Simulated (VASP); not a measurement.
# V2O5 (C2/m) in VASP: further runs, part 3 of 3

VASP 6.6.1. The steps go on from the part before.

### 4 Single point, PBEsol

This run uses another cell than the first one, of 13.30 Å³/atom.

The input, INCAR:

```
SYSTEM = V2O5
PREC     = Accurate       ! precision mode
ENCUT    = 520            ! plane-wave cutoff, eV
EDIFF    = 1E-6           ! SCF threshold, eV
ISMEAR   = 0              ! smearing method
SIGMA    = 0.02           ! smearing width, eV
LREAL    = .FALSE.        ! projectors in reciprocal space
LASPH    = .TRUE.         ! aspherical terms in the spheres
NELM     = 60             ! most SCF steps
ALGO     = Normal         ! electronic algorithm
ISIF     = 2              ! what is computed and relaxed
LWAVE    = .FALSE.        ! write WAVECAR
LCHARG   = .TRUE.         ! write CHGCAR
GGA      = PS             ! functional
LVHAR    = .TRUE.       
NBANDS   = 37             ! bands
KPAR     = 2
```

The input, KPOINTS:

```
Automatic mesh
0
G
  10 10 6
  0 0 0
```

The input, POSCAR:

```
V2O5
1.0
    5.5171757326     -1.4283720495      0.1701641213
    5.5171757326      1.4283720495      0.1701641213
   -0.4901448049      0.0000000000      5.8914393762
V O
2 5
Direct
    0.1446405857      0.1446405857      0.3797982451
    0.8553594143      0.8553594143      0.6202017549
    0.0000000000      0.0000000000      0.5000000000
    0.6215832580      0.6215832580      0.2029669846
    0.3784167420      0.3784167420      0.7970330154
    0.3107273458      0.3107273458      0.3840271369
    0.6892726542      0.6892726542      0.6159728631
```

Potentials or basis: VASP PAW PBE potentials, release 64 (V_sv, O).

On the command line:

```console
cat potpaw_PBE.64/V_sv/POTCAR potpaw_PBE.64/O/POTCAR > POTCAR
mpirun -np 2 vasp_std > vasp.out
```

OUTCAR:

```text
SYSTEM = V2O5
   PREC = Accurate
   ENCUT = 520
   EDIFF = 1E-6
   ISMEAR = 0
   LREAL = .FALSE.
   LASPH = .TRUE.
   NELM = 60
   ISIF = 2
   GGA = PS

 ion  position               nearest neighbor table
   1  0.145  0.145  0.380-   4 1.78   4 1.78   3 1.78   6 1.83   7 2.04   7 2.04
   2  0.855  0.855  0.620-   5 1.78   5 1.78   3 1.78   7 1.83   6 2.04   6 2.04
   3  0.000  0.000  0.500-   1 1.78   2 1.78
   4  0.622  0.622  0.203-   1 1.78   1 1.78
   5  0.378  0.378  0.797-   2 1.78   2 1.78
   6  0.311  0.311  0.384-   1 1.83   2 2.04   2 2.04
   7  0.689  0.689  0.616-   2 1.83   1 2.04   1 2.04

  LATTYP: Found a base centered monoclinic cell.
 ALAT       =    11.0395985240
 B/A-ratio  =     0.2587724629
 C/A-ratio  =     0.5355079963
 COS(beta)  =    -0.0521484431

  Lattice vectors:

 A1 = (   5.5171757326,  -1.4283720495,   0.1701641213)
 A2 = (   5.5171757326,   1.4283720495,   0.1701641213)
 A3 = (  -0.4901448049,   0.0000000000,   5.8914393762)

Analysis of symmetry for initial positions (statically):
=====================================================================
 Subroutine PRICEL returns:
 Original cell was already a primitive cell.

 Routine SETGRP: Setting up the symmetry group for a
 base centered monoclinic supercell.

 Subroutine GETGRP returns: Found  4 space group operations
 (whereof  4 operations were pure point group operations)
 out of a pool of  4 trial point group operations.

The static configuration has the point symmetry C_2h.

Analysis of symmetry for dynamics (positions and initial velocities):
=====================================================================
 Subroutine PRICEL returns:
 Original cell was already a primitive cell.

 Routine SETGRP: Setting up the symmetry group for a
 base centered monoclinic supercell.

 Subroutine GETGRP returns: Found  4 space group operations
 (whereof  4 operations were pure point group operations)
 out of a pool of  4 trial point group operations.

The dynamic configuration has the point symmetry C_2h.

 Subroutine INISYM returns: Found  4 space group operations
 (whereof  4 operations are pure point group operations),
 and found     1 'primitive' translations

----------------------------------------------------------------------------------------

                                     Primitive cell

  volume of cell :      93.0942

  direct lattice vectors                    reciprocal lattice vectors
     5.517175733 -1.428372050  0.170164121     0.090394128 -0.350048855  0.007520439
     5.517175733  1.428372050  0.170164121     0.090394128  0.350048855  0.007520439
    -0.490144805  0.000000000  5.891439376    -0.005221759  0.000000000  0.169303377

  length of vectors
     5.701616490  5.701616490  5.911793286     0.361610089  0.361610089  0.169383884

  position of ions in fractional coordinates (direct lattice)
     0.144640586  0.144640586  0.379798245
     0.855359414  0.855359414  0.620201755
     1.000000000  1.000000000  0.500000000
     0.621583258  0.621583258  0.202966985
     0.378416742  0.378416742  0.797033015
     0.310727346  0.310727346  0.384027137
     0.689272654  0.689272654  0.615972863

[... 39 lines left out ...]
  0.100000  0.000000  0.000000      4.000000
  0.200000  0.000000  0.000000      4.000000
  0.300000 -0.000000  0.000000      4.000000
  0.400000 -0.000000 -0.000000      4.000000
  0.500000  0.000000 -0.000000      2.000000
[... 16 lines left out ...]
  0.300000  0.300000  0.000000      2.000000
  0.400000  0.300000 -0.000000      4.000000
 [... further k-points ...]
   k-points           NKPTS =    172   k-points in BZ     NKDIM =    172   number of bands    NBANDS=     37
   number of dos      NEDOS =    301   number of ions     NIONS =      7
   total plane-waves  NPLWV =  84672
   dimension x,y,z NGX =    42 NGY =   42 NGZ =   48
   dimension x,y,z NGXF=    84 NGYF=   84 NGZF=   96
   ions per type =               2   5
   NGX,Y,Z   is equivalent  to a cutoff of  12.25, 12.25, 13.50 a.u.
   NGXF,Y,Z  is equivalent  to a cutoff of  24.49, 24.49, 27.00 a.u.
 SYSTEM =  V2O5
   PREC   = accura    normal or accurate (medium, high low for compatibility)
   ISTART =      0    job   : 0-new  1-cont  2-samecut
   ICHARG =      2    charge: 1-file 2-atom 10-const
   ISPIN  =      1    spin polarized calculation?
   LNONCOLLINEAR =      F non collinear calculations
   LSORBIT =      F    spin-orbit coupling
   LASPH  =      T    aspherical Exc in radial PAW
   ENCUT  =  520.0 eV  38.22 Ry    6.18 a.u.  10.60 10.60 10.99*2*pi/ulx,y,z
   NELM   =     60;   NELMIN=  2; NELMDL= -5     # of ELM steps
   EDIFF  = 0.1E-05   stopping-criterion for ELM
   LREAL  =      F    real-space projection
   EDIFFG = 0.1E-04   stopping-criterion for IOM
   NSW    =      0    number of steps for IOM
   IBRION =     -1    ionic relax: 0-MD 1-quasi-New 2-CG
   NFREE  =      0    steps in history (QN), initial steepest desc. (CG)
   ISIF   =      2    stress and relaxation
   ISYM   =      2    0-nonsym 1-usesym 2-fastsym
   POTIM  = 0.5000    time-step for ionic-motion
   TEBEG  =    0.0;   TEEND  =   0.0 temperature during run
   PSTRESS=    0.0 pullay stress
   NELECT =      56.0000    total number of electrons
   NUPDOWN=      -1.0000    fix difference up-down
   EMIN   =  10.00;   EMAX   =-10.00  energy-range for DOS
   EFERMI =   0.00;   METHOD = LEGACY
   ISMEAR =     0;   SIGMA  =   0.02  broadening in eV -4-tet -1-fermi 0-gaus
   EFERMI_NEDOS =   21; number of points for ismear=-14 and -15
   IALGO  =     38    algorithm
   IMIX   =      4    mixing-type and parameters
     AMIX     =   0.40;   BMIX     =  1.00
     AMIX_MAG =   1.60;   BMIX_MAG =  1.00
  volume/ion in A,a.u.               =      13.30        89.75
  Fermi-wavevector in a.u.,A,eV,Ry     =   1.381964  2.611533 25.984732  1.909824
  Thomas-Fermi vector in A             =   2.506699
   LORBIT       =      0    0 simple, 1 ext, 2 COOP (PROOUT), +10 PAW based schemes
   GGA     = PS    functional components
   LHFCALC =     F    Hartree Fock is set to
   AEXX    =    0.0000 exact exchange contribution
   IVDW    =     0    specifies the selected vdW correction
   LEPSILON=     F    determine dielectric tensor
   LRPA    =     F    only Hartree local field effects (RPA)
 non-spin polarized calculation
 Gauss-broadening in eV      SIGMA  =   0.02
  energy-cutoff  :      520.00
  volume of cell :       93.09
 maximum number of plane-waves:      2529
   NGX = 21   NGY = 21   NGZ = 21

 number of electron      55.9999989 magnetization

 Free energy of the ion-electron system (eV)
  ---------------------------------------------------
  ext. energy  EPLUGINS =         0.00000000
  ---------------------------------------------------
  free energy    TOTEN  =       -60.49082272 eV

  energy without entropy =      -60.49082272  energy(sigma->0) =      -60.49082272

 E-fermi :   0.9131     XC(G=0):  -9.4954

 val. band max:        0.6916646766   @ k =   0.0000   0.0000   0.5000
 cond. band min:       2.1275555706   @ k =  -0.3000   0.3000   0.5000
 fundamental gap:      1.4358908940
 Fermi energy:         0.9131472996

 k-point     1 :       0.0000    0.0000    0.0000
  band No.  band energies     occupation
      1     -63.8519      2.00000
      2     -63.8336      2.00000
      3     -37.8710      2.00000
      4     -37.7991      2.00000
      5     -37.7907      2.00000
      6     -37.7383      2.00000
[... 949 lines left out ...]
     36       6.1048      0.00000
     37       6.3340      0.00000

 [... further k-points ...]

------------------------ aborting loop because EDIFF is reached ----------------------------------------

  FORCE on cell =-STRESS in cart. coord.  units (eV):
  Direction    XX          YY          ZZ          XY          YZ          ZX
  --------------------------------------------------------------------------------------
  -------------------------------------------------------------------------------------
  Total        0.5179621      0.5752177      0.3191781      0.0000000      0.0000000      0.0203230
  in kB        8.9142744      9.8996609      5.4931452      0.0000000      0.0000000      0.3497650
  external PRESSURE =       8.1023602 kB  Pullay stress =       0.0000000 kB

 VOLUME and BASIS-vectors are now :
 -----------------------------------------------------------------------------
  energy-cutoff  :      520.00
  volume of cell :       93.09
      direct lattice vectors                 reciprocal lattice vectors
     5.517175733 -1.428372050  0.170164121     0.090394128 -0.350048855  0.007520439
     5.517175733  1.428372050  0.170164121     0.090394128  0.350048855  0.007520439
    -0.490144805  0.000000000  5.891439376    -0.005221759  0.000000000  0.169303377

 POSITION                                       TOTAL-FORCE (eV/Angst)
 -----------------------------------------------------------------------------------
      1.40986      0.00000      2.28678        -0.016002      0.000000      0.040246
      9.13435      0.00000      3.94498         0.016002      0.000000     -0.040246
     -0.24507      0.00000      2.94572         0.000000      0.000000      0.000000
      6.75928      0.00000      1.40731        -0.020451      0.000000     -0.114260
      3.78492      0.00000      4.82446         0.020451      0.000000      0.114260
      3.24045      0.00000      2.36822         0.070126      0.000000     -0.034085
      7.30376      0.00000      3.86355        -0.070126      0.000000      0.034085
 -----------------------------------------------------------------------------------
    total drift:                                0.000000      0.000000     -0.000000

  FREE ENERGIE OF THE ION-ELECTRON SYSTEM (eV)
  ---------------------------------------------------
  free  energy   TOTEN  =       -60.4908227192 eV

  energy  without entropy=      -60.4908227192  energy(sigma->0) =      -60.49082272
```

Wall time 3.9 min (2 MPI ranks of Intel Xeon 6975P-C (Granite Rapids), shared host); peak memory 0.59 GiB.

What came out:

```
Free energy            : -60.4908 eV
Pressure               : 0.8 GPa
Largest force          : 0.116 eV/Å
Band gap on the k mesh : 1.44 eV (least direct gap 1.55 eV)
```

Forces in eV/Å, atoms in the order of the input:
```
V   -0.016  0.000  0.040
V    0.016  0.000 -0.040
O    0.000  0.000  0.000
O   -0.020  0.000 -0.114
O    0.020  0.000  0.114
O    0.070  0.000 -0.034
O   -0.070  0.000  0.034
```

Stress tensor (GPa, compression positive):
```
0.89 0.00 0.03
0.00 0.99 0.00
0.03 0.00 0.55
```

Levels at points of the mesh, in eV from the valence-band top:
```
           k point  band 24  band 25  band 26  band 27  band 28  band 29  band 30  band 31  band 32  band 33
(0.00, 0.00, 0.00)    -1.42    -1.28    -0.90    -0.18    -0.01     1.55     2.08     2.20     2.67     3.02
(0.50, 0.00, 0.00)    -1.92    -1.79    -1.34    -0.99    -0.25     1.49     1.75     1.79     2.62     2.86
(0.50, 0.50, 0.00)    -1.52    -1.43    -0.74    -0.33    -0.22     1.69     1.87     2.32     2.41     3.03
(0.00, 0.00, 0.50)    -1.56    -1.50    -0.98    -0.26     0.00     1.55     2.08     2.20     2.67     3.10
(0.50, 0.00, 0.50)    -2.12    -1.74    -1.34    -0.92    -0.27     1.49     1.76     1.78     2.59     2.84
(0.50, 0.50, 0.50)    -1.62    -1.42    -0.74    -0.38    -0.21     1.69     1.91     2.24     2.41     3.03
```

Caveat: the PAW data sets were made with another functional, which shifts forces and pressure a little.

### 5 Single point, PBEsol

This run uses another cell than the first one, of 13.30 Å³/atom.

The input, INCAR:

```
PREC = Accurate ; ENCUT = 520
EDIFF = 1E-6 ; ISMEAR = 0
SIGMA = 0.02 ; LREAL = False
LASPH = True ; NELM = 80
ALGO = Normal ; ISIF = 2
LWAVE = False ; LCHARG = False
GGA = PS ; NBANDS = 37
KPAR = 2
```

The input, KPOINTS:

```
Automatic mesh
0
Gamma
  10 10 6
```

POSCAR is that of step 4.

On the command line:

```console
cat potpaw_PBE.64/V_sv/POTCAR potpaw_PBE.64/O/POTCAR > POTCAR
mpirun -np 2 vasp_std > vasp.out
```

It took 4.1 min on 2 MPI ranks of Intel Xeon 6975P-C (Granite Rapids), shared host; peak memory 0.59 GiB.

The run converged. Its results:

* Free energy: -60.4908 eV
* Pressure: 0.8 GPa
* Largest force: 0.116 eV/Å
* Band gap on the k mesh: 1.44 eV (least direct gap 1.55 eV)

Forces in eV/Å, atoms in the order of the input:
```
V   -0.016  0.000  0.040
V    0.016  0.000 -0.040
O    0.000  0.000  0.000
O   -0.020  0.000 -0.114
O    0.020  0.000  0.114
O    0.070  0.000 -0.034
O   -0.070  0.000  0.034
```

Stress tensor (GPa, compression positive):
```
0.89 0.00 0.03
0.00 0.99 0.00
0.03 0.00 0.55
```

Levels at points of the mesh, in eV from the valence-band top:
```tsv
k point	band 26	band 27	band 28	band 29	band 30	band 31
(0.00, 0.00, 0.00)	-0.90	-0.18	-0.01	1.55	2.08	2.20
(0.50, 0.00, 0.00)	-1.34	-0.99	-0.25	1.49	1.75	1.79
(0.50, 0.50, 0.00)	-0.74	-0.33	-0.22	1.69	1.87	2.32
(0.00, 0.00, 0.50)	-0.98	-0.26	0.00	1.55	2.08	2.20
(0.50, 0.00, 0.50)	-1.34	-0.92	-0.27	1.49	1.76	1.78
(0.50, 0.50, 0.50)	-0.74	-0.38	-0.21	1.69	1.91	2.24
```

Caveat: the PAW data sets were made with another functional, which shifts forces and pressure a little. A k mesh can miss the band edges.

### 6 Overview

| cell | gap on the mesh (eV) | pressure (GPa) | largest force (eV/Å) |
| --- | --- | --- | --- |
| a = 5.698, b = 5.698, c = 5.568 Å, angles 93.1, 93.1, 29.0°, 7 atoms, atomic positions A | 1.43 | 1.2 | 0.12 |
| a = 5.698, b = 5.698, c = 5.742 Å, angles 92.9, 92.9, 29.0°, 7 atoms, atomic positions B | 1.44 | 1.0 | 0.11 |
| a = 5.702, b = 5.702, c = 5.912 Å, angles 92.9, 92.9, 29.0°, 7 atoms, atomic positions C | 1.44 | 0.8 | 0.12 |

Alike in all rows: task single point; level PBEsol; potentials or basis VASP PAW PBE potentials, release 64 (V_sv, O); no spin polarisation; k mesh 10 × 10 × 6; cutoff (eV) 520; smearing gaussian 0.02 eV.

Caveats: the PAW data sets were made with another functional, which shifts forces and pressure a little.

Absolute energies hang on the potentials; compare differences alone.
